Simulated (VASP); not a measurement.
Wanted: the native input for a VASP 6.6.1 run.

| Property | Result |
| --- | --- |
| Task | relaxation of cell and atoms |
| Functional | PBE |
| Potentials or basis | VASP PAW PBE potentials, release 64 (Ta_pv, F) |
| Cutoff | 600 eV |
| k mesh | 6 × 6 × 4 |
| Occupations | gaussian, width 0.1 eV |
| Spin | collinear spin, ferromagnetic start |
| Starting moments | [0.55, 0.0, 0.0, 0.0, 0.0] μB |
| Dipole correction | no |
| Further INCAR settings | ALGO = Normal; EDIFF = 1e-07; IBRION = 2; EDIFFG = -0.04; NSW = 90; ISIF = 3 |

The structure of TaF4 lies in POSCAR:

```
TaF4
1.0
    3.5523879593      0.0000000000      0.0000000000
    0.0000000000      3.5523879593      0.0000000000
    0.0000000000      0.0000000000      6.2297971312
Ta F
1 4
Direct
    0.0000000000      0.0000000000      0.0000000000
    0.5000000000      0.0000000000      0.1823204100
    0.0000000000      0.5000000000      0.8176795900
    0.5000000000      0.0000000000      0.8176795900
    0.0000000000      0.5000000000      0.1823204100
```

One way to write it, as run:

INCAR

```
SYSTEM = TaF4
PREC = Accurate
ENCUT = 600
EDIFF = 1E-7
ISMEAR = 0
SIGMA = 0.1
LREAL = .FALSE.
LASPH = .TRUE.
NELM = 150
ALGO = Normal
ISIF = 3
LWAVE = .FALSE.
LCHARG = .FALSE.
ISPIN = 2
MAGMOM = 0.55 0 0 0 0
LORBIT = 11
LMAXMIX = 4
GGA = PE
IBRION = 2
NSW = 90
EDIFFG = -0.04
```

KPOINTS

```
regular mesh
0
G
  6 6 4
  0 0 0
```

Potentials or basis: VASP PAW PBE potentials, release 64 (Ta_pv, F).

Command:

```bash
$ cat potpaw_PBE.64/Ta_pv/POTCAR potpaw_PBE.64/F/POTCAR > POTCAR
$ mpirun -np 1 vasp_std > vasp.out
```

Results of the run:

* Energy gained by relaxing: 0.1 meV/atom
* Ionic steps: 2
* Pressure after relaxing: -0.1 GPa
* Largest force after relaxing: 0.038 eV/Å
* Band gap on the k mesh: zero (filled and empty bands overlap)
* Net moment: 1.00 μB per cell
* Site moments: Ta +0.84; F -0.00 μB
* Valence electrons inside the program's atomic spheres: Ta 8.47; F 6.11

Caveat: spin-orbit coupling is left out, which moves the levels of the heavy elements.

It took 5.1 min on 1 thread of Intel Xeon 6975P-C (shared host), peak memory 0.28 GiB.
